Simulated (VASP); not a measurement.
# KSiSe3 (P4/mbm) in VASP: further runs, part 2 of 2

VASP 6.6.1. The steps go on from the part before.

### Step 4. Relaxation of cell and atoms, PBE

INCAR

```
SYSTEM = KSiSe3
PREC = Accurate
ENCUT = 600
EDIFF = 1E-6
ISMEAR = 0
SIGMA = 0.1
LREAL = .False.
LASPH = .True.
NELM = 80
ALGO = Normal
ISIF = 3
LWAVE = .False.
LCHARG = .False.
GGA = PE
IBRION = 2
NSW = 90
EDIFFG = -0.04
```

KPOINTS

```
regular mesh
0
Gamma
  4 4 4
  0 0 0
```

POSCAR

```
KSiSe3
1.0
    6.8080753400      0.0000000000      0.0000000000
    0.0000000000      6.8080753400      0.0000000000
    0.0000000000      0.0000000000      4.8140362400
K Si Se
2 2 6
Direct
    0.0000000000      0.5000000000      0.5000000000
    0.5000000000      0.0000000000      0.5000000000
    0.5000000000      0.5000000000      0.0000000000
    0.0000000000      0.0000000000      0.0000000000
    0.7941250500      0.2941250500      0.0000000000
    0.7058749500      0.7941250500      0.0000000000
    0.5000000000      0.5000000000      0.5000000000
    0.2058749500      0.7058749500      0.0000000000
    0.2941250500      0.2058749500      0.0000000000
    0.0000000000      0.0000000000      0.5000000000
```

Potentials or basis: VASP PAW PBE potentials, release 64 (K_sv, Si, Se).

Launch:

```bash
cat potpaw_PBE.64/K_sv/POTCAR potpaw_PBE.64/Si/POTCAR potpaw_PBE.64/Se/POTCAR > POTCAR
mpirun -np 1 vasp_std > vasp.out
```

OUTCAR:

```text
SYSTEM = KSiSe3
   PREC = Accurate
   ENCUT = 600
   EDIFF = 1E-6
   ISMEAR = 0
   LREAL = .False.
   LASPH = .True.
   NELM = 80
   ISIF = 3
   GGA = PE
   IBRION = 2
   NSW = 90
   EDIFFG = -0.04

 ion  position               nearest neighbor table
   1  0.000  0.500  0.500-   5 3.12   8 3.12   5 3.12   8 3.12
   2  0.500  0.000  0.500-   6 3.12   9 3.12   6 3.12   9 3.12
   3  0.500  0.500  0.000-   7 2.41   7 2.41   5 2.44   8 2.44   9 2.44   6 2.44
   4  0.000  0.000  0.000-  10 2.41  10 2.41   8 2.44   9 2.44   5 2.44   6 2.44
   5  0.794  0.294  0.000-   3 2.44   4 2.44   1 3.12   1 3.12
   6  0.706  0.794  0.000-   3 2.44   4 2.44   2 3.12   2 3.12
   7  0.500  0.500  0.500-   3 2.41   3 2.41
   8  0.206  0.706  0.000-   3 2.44   4 2.44   1 3.12   1 3.12
   9  0.294  0.206  0.000-   3 2.44   4 2.44   2 3.12   2 3.12
  10  0.000  0.000  0.500-   4 2.41   4 2.41

  LATTYP: Found a simple tetragonal cell.
 ALAT       =     6.8080753400
 C/A-ratio  =     0.7071067812

  Lattice vectors:

[... 195 lines left out ...]
 cond. band min:       3.5908100799   @ k =   0.2500   0.0000   0.2500
 fundamental gap:      0.0427311546
 Fermi energy:         3.5848663887

 k-point     1 :       0.0000    0.0000    0.0000
  band No.  band energies     occupation
      1     -25.4967      2.00000
      2     -25.4935      2.00000
      3     -11.0493      2.00000
      4      -9.6753      2.00000
      5      -9.6180      2.00000
      6      -9.6180      2.00000
[... 928 lines left out ...]
--------------------------------------- Ionic step        6  -------------------------------------------

 number of electron      62.0000009 magnetization

 Free energy of the ion-electron system (eV)
  ---------------------------------------------------
  ext. energy  EPLUGINS =         0.00000000
  ---------------------------------------------------
  free energy    TOTEN  =       -36.68815306 eV

  energy without entropy =      -36.61947651  energy(sigma->0) =      -36.65381479

 E-fermi :   2.5903     XC(G=0):  -9.0868

 val. band max:        2.5753111591   @ k =   0.0000   0.0000   0.2500
 cond. band min:       2.5942843378   @ k =   0.2500   0.0000   0.2500
 fundamental gap:      0.0189731788
 Fermi energy:         2.5903076469

 k-point     1 :       0.0000    0.0000    0.0000
  band No.  band energies     occupation
      1     -26.4848      2.00000
      2     -26.4828      2.00000
      3     -11.3277      2.00000
      4     -10.2917      2.00000
      5     -10.2917      2.00000
      6     -10.0364      2.00000
[... 746 lines left out ...]
  FREE ENERGIE OF THE ION-ELECTRON SYSTEM (eV)
  ---------------------------------------------------
  free  energy   TOTEN  =       -36.6881530606 eV

  energy  without entropy=      -36.6194765129  energy(sigma->0) =      -36.65381479

 reached required accuracy - stopping structural energy minimisation
```

OSZICAR:

```text
N       E                     dE             d eps       ncg     rms          rms(c)
DAV:   1     0.425040332387E+03    0.42504E+03   -0.29569E+04  1332   0.164E+03
DAV:   2     0.344824162905E+00   -0.42470E+03   -0.41529E+03  1730   0.334E+02
DAV:   3    -0.354347972043E+02   -0.35780E+02   -0.34867E+02  1857   0.879E+01
[... 58 lines left out ...]
DAV:   4    -0.366881454453E+02    0.24863E-03   -0.69571E-04  1704   0.129E-01    0.545E-02
DAV:   5    -0.366881458750E+02   -0.42977E-06   -0.10607E-04  1622   0.488E-02    0.216E-02
DAV:   6    -0.366881511436E+02   -0.52686E-05   -0.15222E-05  1789   0.207E-02    0.788E-03
DAV:   7    -0.366881524063E+02   -0.12627E-05   -0.19260E-06   903   0.683E-03    0.371E-03
DAV:   8    -0.366881530606E+02   -0.65434E-06   -0.43195E-07   756   0.365E-03
   6 F= -.36688153E+02 E0= -.36653815E+02  d E =-.153545E-01
```

It took 17 min on 1 thread of Oxide Virtual Turin-like, shared host; peak memory 0.41 GiB.

Results:

| Item | Value |
| --- | --- |
| Free energy | -36.6882 eV |
| Relaxed volume | 24.87 Å³/atom |
| Relaxed cell | a = 6.945 Å, b = 6.945 Å, c = 5.156 Å, α = 90.00°, β = 90.00°, γ = 90.00° |
| Space group after relaxing (to 0.1 Å) | P4/mbm (No. 127) |
| Energy gained by relaxing | 56.0 meV/atom |
| Ionic steps | 6 |
| Pressure after relaxing | 0.0 GPa |
| Largest force after relaxing | 0.021 eV/Å |
| Band gap on the k mesh | zero (bands 31 and 32 overlap by 1.25 eV) |

Forces on the atoms (eV/Å):
```
K    0.000  0.000  0.000
K    0.000  0.000  0.000
Si   0.000  0.000  0.000
Si   0.000  0.000  0.000
Se   0.015  0.015  0.000
Se  -0.015  0.015  0.000
Se   0.000  0.000  0.000
Se  -0.015 -0.015  0.000
Se   0.015 -0.015  0.000
Se   0.000  0.000  0.000
```

Step by step:
```
step  energy change (eV)  largest force (eV/Å)  pressure (GPa)  volume (Å³)
   1              0.0000                0.0998            6.38       223.13
   2             -0.5393                0.0562           -0.75       252.96
   3             -0.5445                0.0579           -0.22       249.86
   4             -0.5444                0.0576           -0.32       250.42
   5             -0.5570                0.0122           -0.15       249.44
   6             -0.5598                0.0208           -0.01       248.72
```

Final structure:
```cif
data_structure
_symmetry_space_group_name_H-M 'P 1'
_symmetry_Int_Tables_number 1
_cell_length_a 6.9452
_cell_length_b 6.9452
_cell_length_c 5.1564
_cell_angle_alpha 90.000
_cell_angle_beta 90.000
_cell_angle_gamma 90.000
_cell_volume 248.72
loop_
_atom_site_label
_atom_site_type_symbol
_atom_site_fract_x
_atom_site_fract_y
_atom_site_fract_z
_atom_site_occupancy
K1 K 0.00000 0.50000 0.50000 1
K2 K 0.50000 0.00000 0.50000 1
Si1 Si 0.50000 0.50000 0.00000 1
Si2 Si 0.00000 0.00000 0.00000 1
Se1 Se 0.79317 0.29317 0.00000 1
Se2 Se 0.70683 0.79317 0.00000 1
Se3 Se 0.50000 0.50000 0.50000 1
Se4 Se 0.20683 0.70683 0.00000 1
Se5 Se 0.29317 0.20683 0.00000 1
Se6 Se 0.00000 0.00000 0.50000 1
```

Levels at points of the mesh, in eV from the Fermi level:
| k point | band 30 | band 31 | band 32 | band 33 | band 34 | band 35 |
| --- | --- | --- | --- | --- | --- | --- |
| (0.00, 0.00, 0.00) | -0.22 | -0.18 | -0.18 | 0.46 | 2.66 | 2.66 |
| (0.50, 0.00, 0.00) | -0.69 | -0.47 | -0.47 | 0.33 | 0.33 | 4.85 |
| (0.50, 0.50, 0.00) | -0.51 | -0.46 | -0.46 | 0.96 | 0.96 | 2.82 |
| (0.00, 0.00, 0.50) | 0.06 | 0.75 | 0.75 | 1.30 | 1.53 | 2.26 |
| (0.50, 0.00, 0.50) | -0.23 | 0.22 | 0.22 | 1.43 | 1.43 | 2.41 |
| (0.50, 0.50, 0.50) | -0.98 | 0.60 | 0.60 | 2.28 | 2.28 | 2.31 |

### Step 5. Single point, PBE

This run uses another cell than the first one, of 24.73 Å³/atom.

INCAR

```
SYSTEM = KSiSe3
PREC = Accurate
ENCUT = 520
EDIFF = 1E-6
ISMEAR = 0
SIGMA = 0.1
LREAL = .FALSE.
LASPH = .TRUE.
NELM = 80
ALGO = Normal
ISIF = 2
LWAVE = .FALSE.
LCHARG = .FALSE.
GGA = PE
NBANDS = 42
```

KPOINTS

```
regular mesh
0
G
  6 6 8
  0 0 0
```

POSCAR

```
KSiSe3
1.0
    6.9083459832      0.0000000000      0.0000000000
    0.0000000000      6.9083459832      0.0000000000
    0.0000000000      0.0000000000      5.1812002931
K Si Se
2 2 6
Direct
    0.0000000000      0.5000000000      0.5000000000
    0.5000000000      0.0000000000      0.5000000000
    0.5000000000      0.5000000000      0.0000000000
    0.0000000000      0.0000000000      0.0000000000
    0.7972077744      0.2972077744      0.0000000000
    0.7027922256      0.7972077744      0.0000000000
    0.5000000000      0.5000000000      0.5000000000
    0.2027922256      0.7027922256      0.0000000000
    0.2972077744      0.2027922256      0.0000000000
    0.0000000000      0.0000000000      0.5000000000
```

Launch:

```bash
cat potpaw_PBE.64/K_sv/POTCAR potpaw_PBE.64/Si/POTCAR potpaw_PBE.64/Se/POTCAR > POTCAR
mpirun -np 1 vasp_std > vasp.out
```

Wall time 16 min (1 thread of Oxide Virtual Turin-like, shared host); peak memory 0.58 GiB.

The run converged. Its results:

```yaml
Free_energy: -36.7726 eV
Pressure: 0.1 GPa
Largest_force: 0.007 eV/Å
Band_gap_on_the_k_mesh: zero (bands 31 and 32 overlap by 1.28 eV)
```

Forces in eV/Å, atoms in the order of the input:
```
K    0.000  0.000  0.000
K    0.000  0.000  0.000
Si   0.000  0.000  0.000
Si   0.000  0.000  0.000
Se  -0.005 -0.005  0.000
Se   0.005 -0.005  0.000
Se   0.000  0.000  0.000
Se   0.005  0.005  0.000
Se  -0.005  0.005  0.000
Se   0.000  0.000  0.000
```

Levels at points of the mesh, in eV from the Fermi level:
```tsv
k point	band 28	band 29	band 30	band 31	band 32	band 33	band 34	band 35
(0.00, 0.00, 0.00)	-0.49	-0.49	-0.20	-0.14	-0.14	0.45	2.75	2.75
(0.50, 0.00, 0.00)	-0.90	-0.69	-0.69	-0.48	-0.48	0.42	0.42	4.85
(0.50, 0.50, 0.00)	-1.24	-0.49	-0.49	-0.46	-0.46	0.99	0.99	2.91
(0.00, 0.00, 0.50)	-0.50	-0.50	-0.01	0.75	0.75	1.33	1.49	2.38
(0.50, 0.00, 0.50)	-0.46	-0.23	-0.23	0.22	0.22	1.48	1.48	2.40
(0.50, 0.50, 0.50)	-1.31	-0.92	-0.92	0.58	0.58	2.28	2.28	2.29
```

### Step 6. Summary

| task | cell | k mesh | cutoff (eV) | gap on the mesh (eV) | pressure (GPa) | largest force (eV/Å) |
| --- | --- | --- | --- | --- | --- | --- |
| single point | a = 6.808, b = 6.808, c = 4.814 Å, 10 atoms, atomic positions A | 4 × 4 × 4 | 520 | none | 6.4 | 0.10 |
| single point | a = 6.908, b = 6.908, c = 5.181 Å, 10 atoms, atomic positions B | 4 × 4 × 4 | 520 | none | 0.2 | - |
| relaxation of cell and atoms | relaxed from a = 6.808, b = 6.808, c = 4.814 Å, 10 atoms, atomic positions A | 4 × 4 × 4 | 600 | none | 0.0 | 0.02 |
| single point | a = 6.908, b = 6.908, c = 5.181 Å, 10 atoms, atomic positions B | 6 × 6 × 8 | 520 | none | 0.1 | 0.01 |

Alike in all rows: level PBE; potentials or basis VASP PAW PBE potentials, release 64 (K_sv, Si, Se); no spin polarisation; smearing gaussian 0.1 eV.

Caveats: the cell stands under pressure (at least some runs).

Absolute energies hang on the potentials; compare differences alone.
